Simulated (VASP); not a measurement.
# BF (P1) in VASP: single point with PBE

Aim: the single point of BF with PBE.

Program: VASP 6.6.1. These are calculated values, not measurements. Logs are shortened: lines on timing, memory, paths and dates and some standing lists are left out, and cuts for length are marked.

## Step 1: The cell of the first run

The typed cell holds 2 atoms: a = 3.146 Å, b = 3.113 Å, c = 3.315 Å, α = 90.00°, β = 92.80°, γ = 90.00°.

## Step 2: Single point, PBE

File INCAR:

```
SYSTEM = BF
PREC = Accurate
ENCUT = 600
EDIFF = 1E-6
ISMEAR = 1
SIGMA = 0.05
LREAL = .FALSE.
LASPH = .TRUE.
NELM = 120
ALGO = Normal
ISIF = 2
LWAVE = .FALSE.
LCHARG = .TRUE.
GGA = PE
LELF = .TRUE.
LVHAR = .TRUE.
NBANDS = 12
GGA_COMPAT = .FALSE.
```

File KPOINTS:

```
Automatic mesh
0
G
  6 6 6
  0 0 0
```

File POSCAR:

```
BF
1.0
    3.1456989200      0.0000000000      0.0000000000
    0.0000000000      3.1131594300      0.0000000000
   -0.1617365900      0.0000000000      3.3113891800
B F
1 1
Direct
   -0.0074570000     -0.0109320000      0.0079970000
   -0.0005220000     -0.0055220000      0.4943230000
```

Potentials or basis: VASP PAW PBE potentials, release 64 (B, F).

Command:

```sh
$ cat potpaw_PBE.64/B/POTCAR potpaw_PBE.64/F/POTCAR > POTCAR
$ mpirun -np 1 vasp_std > vasp.out
```

OUTCAR:

```text
SYSTEM = BF
   PREC = Accurate
   ENCUT = 600
   EDIFF = 1E-6
   ISMEAR = 1
   LREAL = .FALSE.
   LASPH = .TRUE.
   NELM = 120
   ISIF = 2
   GGA = PE

 ion  position               nearest neighbor table
   1  0.993  0.989  0.008-   2 1.61   2 1.70
   2  0.999  0.994  0.494-   1 1.61   1 1.70

  LATTYP: Found a simple monoclinic cell.
 ALAT       =     3.1456989200
 B/A-ratio  =     0.9896558791
 C/A-ratio  =     1.0539268769
 COS(beta)  =    -0.0487843642

  Lattice vectors:

 A1 = (   3.1456989200,   0.0000000000,   0.0000000000)
 A2 = (   0.0000000000,   3.1131594300,   0.0000000000)
 A3 = (  -0.1617365900,   0.0000000000,   3.3113891800)

Analysis of symmetry for initial positions (statically):
=====================================================================
 Subroutine PRICEL returns:
 Original cell was already a primitive cell.

 Routine SETGRP: Setting up the symmetry group for a
 simple monoclinic supercell.

 Subroutine GETGRP returns: Found  1 space group operations
 (whereof  1 operations were pure point group operations)
 out of a pool of  4 trial point group operations.

The static configuration has the point symmetry C_1 .

Analysis of symmetry for dynamics (positions and initial velocities):
=====================================================================
 Subroutine PRICEL returns:
 Original cell was already a primitive cell.

 Routine SETGRP: Setting up the symmetry group for a
 simple monoclinic supercell.

 Subroutine GETGRP returns: Found  1 space group operations
 (whereof  1 operations were pure point group operations)
 out of a pool of  4 trial point group operations.

The dynamic configuration has the point symmetry C_1 .

 Subroutine INISYM returns: Found  1 space group operations
 (whereof  1 operations are pure point group operations),
 and found     1 'primitive' translations

----------------------------------------------------------------------------------------

                                     Primitive cell

  volume of cell :      32.4286

  direct lattice vectors                    reciprocal lattice vectors
     3.145698920  0.000000000  0.000000000     0.317894378  0.000000000  0.015526762
     0.000000000  3.113159430  0.000000000     0.000000000  0.321217086  0.000000000
    -0.161736590  0.000000000  3.311389180     0.000000000  0.000000000  0.301988062

  length of vectors
     3.145698920  3.113159430  3.315336638     0.318273335  0.321217086  0.301988062

  position of ions in fractional coordinates (direct lattice)
     0.992543000  0.989068000  0.007997000
     0.999478000  0.994478000  0.494323000

[... 89 lines left out ...]
   EMIN   =  10.00;   EMAX   =-10.00  energy-range for DOS
   EFERMI =   0.00;   METHOD = LEGACY
   ISMEAR =     1;   SIGMA  =   0.05  broadening in eV -4-tet -1-fermi 0-gaus
   EFERMI_NEDOS =   21; number of points for ismear=-14 and -15
   IALGO  =     38    algorithm
   IMIX   =      4    mixing-type and parameters
     AMIX     =   0.40;   BMIX     =  1.00
     AMIX_MAG =   1.60;   BMIX_MAG =  1.00
  volume/ion in A,a.u.               =      16.21       109.42
  Fermi-wavevector in a.u.,A,eV,Ry     =   1.106026  2.090086 16.643912  1.223293
  Thomas-Fermi vector in A             =   2.242521
   LORBIT       =      0    0 simple, 1 ext, 2 COOP (PROOUT), +10 PAW based schemes
   GGA     = PE    functional components
   LHFCALC =     F    Hartree Fock is set to
   AEXX    =    0.0000 exact exchange contribution
   IVDW    =     0    specifies the selected vdW correction
   LEPSILON=     F    determine dielectric tensor
   LRPA    =     F    only Hartree local field effects (RPA)
 non-spin polarized calculation
 Methfessel and Paxton  Order N= 1 SIGMA  =   0.05
  energy-cutoff  :      600.00
  volume of cell :       32.43
 maximum number of plane-waves:      1094
 NGX is ok and might be reduce to    28
   NGX = 13   NGY = 13   NGZ = 13

 number of electron      10.0000000 magnetization

 number of electron       9.9999996 magnetization

 Free energy of the ion-electron system (eV)
  ---------------------------------------------------
  ext. energy  EPLUGINS =         0.00000000
  ---------------------------------------------------
  free energy    TOTEN  =        -7.11792089 eV

  energy without entropy =       -7.11799845  energy(sigma->0) =       -7.11794674

 E-fermi :   0.1991     XC(G=0):  -8.0628

 val. band max:        0.1932567747   @ k =   0.5000   0.5000   0.5000
 cond. band min:       0.2194112087   @ k =   0.1667   0.5000   0.3333
 fundamental gap:      0.0261544340
 Fermi energy:         0.1991470210

 k-point     1 :       0.0000    0.0000    0.0000
  band No.  band energies     occupation
      1     -25.6380      2.00000
      2      -9.6934      2.00000
      3      -6.1024      2.00000
      4      -6.0641      2.00000
      5      -4.4836      2.00000
      6       4.3611      0.00000
      7       4.4899      0.00000
      8       7.7808      0.00000
      9      10.2773      0.00000
     10      11.1830      0.00000
     11      17.4604      0.00000
     12      18.7277      0.00000
[... 331 lines left out ...]
 k-point    24 :       0.5000    0.0000    0.1667
  band No.  band energies     occupation
      1     -25.5489      2.00000
      2      -9.8850      2.00000
      3      -7.0718      2.00000
      4      -5.8952      2.00000
      5      -1.8832      2.00000
      6       0.4045     -0.00000
      7       4.6129      0.00000
      8       9.9098      0.00000
      9      10.4573      0.00000
     10      11.7834      0.00000
     11      14.5227      0.00000
     12      16.1370      0.00000

 [... further k-points ...]

------------------------ aborting loop because EDIFF is reached ----------------------------------------

  FORCE on cell =-STRESS in cart. coord.  units (eV):
  Direction    XX          YY          ZZ          XY          YZ          ZX
  --------------------------------------------------------------------------------------
  -------------------------------------------------------------------------------------
  Total       -1.7177915     -1.9284132      0.9016961      0.0021892     -0.0191262      0.0926689
  in kB      -84.8696277    -95.2756531     44.5494158      0.1081586     -0.9449535      4.5784233
  external PRESSURE =     -45.1986217 kB  Pullay stress =       0.0000000 kB

 VOLUME and BASIS-vectors are now :
 -----------------------------------------------------------------------------
  energy-cutoff  :      600.00
  volume of cell :       32.43
      direct lattice vectors                 reciprocal lattice vectors
     3.145698920  0.000000000  0.000000000     0.317894378  0.000000000  0.015526762
     0.000000000  3.113159430  0.000000000     0.000000000  0.321217086  0.000000000
    -0.161736590  0.000000000  3.311389180     0.000000000  0.000000000  0.301988062

 POSITION                                       TOTAL-FORCE (eV/Angst)
 -----------------------------------------------------------------------------------
      3.12095      3.07913      0.02648        -0.087216     -0.030353      1.000118
      3.06411      3.09597      1.63690         0.087216      0.030353     -1.000118
 -----------------------------------------------------------------------------------
    total drift:                               -0.000211     -0.000197      0.000625

  FREE ENERGIE OF THE ION-ELECTRON SYSTEM (eV)
  ---------------------------------------------------
  free  energy   TOTEN  =        -7.1179208853 eV

  energy  without entropy=       -7.1179984510  energy(sigma->0) =       -7.11794674
```

OSZICAR:

```text
N       E                     dE             d eps       ncg     rms          rms(c)
DAV:   1     0.375244927040E+02    0.37524E+02   -0.57345E+03  2712   0.831E+02
DAV:   2    -0.580966583988E+01   -0.43334E+02   -0.41881E+02  3376   0.174E+02
DAV:   3    -0.742582379814E+01   -0.16162E+01   -0.16126E+01  3152   0.310E+01
DAV:   4    -0.743265027619E+01   -0.68265E-02   -0.68263E-02  2992   0.224E+00
DAV:   5    -0.743268301609E+01   -0.32740E-04   -0.32740E-04  3192   0.138E-01    0.387E+00
DAV:   6    -0.713223142773E+01    0.30045E+00   -0.22873E+00  2848   0.989E+00    0.165E+00
DAV:   7    -0.711759417124E+01    0.14637E-01   -0.10019E-01  2828   0.235E+00    0.754E-01
DAV:   8    -0.711780727096E+01   -0.21310E-03   -0.15842E-02  2948   0.943E-01    0.611E-02
DAV:   9    -0.711783556772E+01   -0.28297E-04   -0.20441E-04  3056   0.115E-01    0.382E-02
DAV:  10    -0.711791768691E+01   -0.82119E-04   -0.88476E-05  2896   0.623E-02    0.567E-03
DAV:  11    -0.711792042351E+01   -0.27366E-05   -0.29454E-06  3084   0.125E-02    0.403E-03
DAV:  12    -0.711792088527E+01   -0.46177E-06   -0.12059E-06  2704   0.706E-03
   1 F= -.71179209E+01 E0= -.71179467E+01  d E =0.775658E-04
```

stdout:

```text
POSCAR found type information on POSCAR B F
 POSCAR found :  2 types and       2 ions
 scaLAPACK will be used
 LDA part: xc-table for (Slater+PW92), standard interpolation
 POSCAR, INCAR and KPOINTS ok, starting setup
 FFT: planning ... GRIDC
 FFT: planning ... GRID_SOFT
 FFT: planning ... GRID
 WAVECAR not read
 entering main loop
```

It took 75 s on 1 thread of Intel Xeon 8259CL, shared host; peak memory 0.18 GiB.

Results:

- Free energy: -7.1179 eV
- Pressure: -4.5 GPa
- Largest force: 1.004 eV/Å
- Band gap on the k mesh: zero (band 5 reaches 0.59 eV, above the bottom of band 6 at 0.01 eV)

Forces on the atoms (eV/Å):
```
B   -0.087 -0.030  1.000
F    0.087  0.030 -1.000
```

Stress tensor (GPa, compression positive):
```
-8.49  0.01  0.46
 0.01 -9.53 -0.09
 0.46 -0.09  4.45
```

Caveat: forces of over 1 eV/Å act on the atoms, so gaps and moduli don't describe the material at rest.
